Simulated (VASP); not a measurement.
LiTmH4:

```xyz
12
Lattice="3.5390 0.0023 -0.0613 0.0023 3.6165 -0.0963 -0.1696 -0.2663 9.7843" Properties=species:S:1:pos:R:3 pbc="T T T"
Li    0.0724    0.0178   -0.1944
Li   -0.0264   -0.1859    4.8473
Tm    1.7335    1.7115    2.3874
Tm    1.6680    1.6247    7.2009
H     1.7800    3.4767    3.4526
H     1.7114    3.4240    8.3184
H    -0.0188    1.8464    1.1724
H    -0.1610    1.7610    6.1230
H     1.6300   -0.2135    1.3983
H     1.5384   -0.1711    6.2369
H    -0.0640    1.7612    3.8062
H    -0.1682    1.5722    8.3994
```

```yaml
Program: VASP 6.6.1
Task: relaxation of cell and atoms
Functional: PBE
Potentials_or_basis: VASP PAW PBE potentials, release 64 (Li_sv, Tm_3, H), 4f in core
Cutoff: 750 eV
k_mesh: 6 × 6 × 2
Occupations: gaussian, width 0.2 eV
Spin: no spin polarisation
```

At the start: pressure 2.0 GPa; volume 10.43 Å³/atom.

Task: Where does the relaxation end?

Result: Over 16 steps the energy falls by 33.5 meV/atom and the volume is 10.48 Å³/atom (+0.5 %); space group P1 (No. 1, to 0.1 Å) before, P2/m (No. 10, to 0.1 Å).

Step by step:
| step | energy change (eV) | largest force (eV/Å) | pressure (GPa) | volume (Å³) |
| --- | --- | --- | --- | --- |
| 1 | 0.0000 | 0.9238 | 2.01 | 125.10 |
| 2 | -0.1676 | 0.5551 | 0.32 | 127.49 |
| 3 | -0.2408 | 0.4184 | -1.40 | 130.52 |
| 4 | -0.2987 | 0.3174 | -0.88 | 128.95 |
| 5 | -0.3599 | 0.1932 | 0.61 | 124.92 |
| 6 | -0.3816 | 0.1468 | 0.19 | 125.51 |
| 7 | -0.3863 | 0.1654 | -0.11 | 125.94 |
| 8 | -0.3931 | 0.0853 | -0.08 | 125.86 |
| 9 | -0.3934 | 0.0929 | -0.08 | 125.83 |
| 10 | -0.3972 | 0.0537 | 0.05 | 125.57 |
| 11 | -0.3977 | 0.0598 | 0.12 | 125.44 |
| 12 | -0.3999 | 0.0396 | 0.00 | 125.66 |
| 13 | -0.4003 | 0.0400 | -0.06 | 125.79 |
| 14 | -0.4010 | 0.0307 | 0.02 | 125.65 |
| 15 | -0.4012 | 0.0251 | 0.07 | 125.55 |
| 16 | -0.4017 | 0.0215 | -0.02 | 125.74 |

Final structure:
```yaml
crystal:
  lattice:
    - [3.57152, 0.00086, -0.08741]
    - [0.00242, 3.57056, -0.01648]
    - [-0.24394, -0.04209, 9.86636]
  atoms:
    - { symbol: Li, position: [0.00435, 0.00323, 0.99937] }
    - { symbol: Li, position: [0.00261, 0.99909, 0.49958] }
    - { symbol: Tm, position: [0.50095, 0.49127, 0.24990] }
    - { symbol: Tm, position: [0.49844, 0.50827, 0.75006] }
    - { symbol: H, position: [0.52292, 0.99422, 0.37453] }
    - { symbol: H, position: [0.52033, 0.01173, 0.87536] }
    - { symbol: H, position: [0.98285, 0.48507, 0.12468] }
    - { symbol: H, position: [0.98073, 0.50478, 0.62464] }
    - { symbol: H, position: [0.47728, 0.98822, 0.12699] }
    - { symbol: H, position: [0.47479, 0.00500, 0.62688] }
    - { symbol: H, position: [0.01860, 0.49551, 0.37391] }
    - { symbol: H, position: [0.01615, 0.51360, 0.87410] }
```
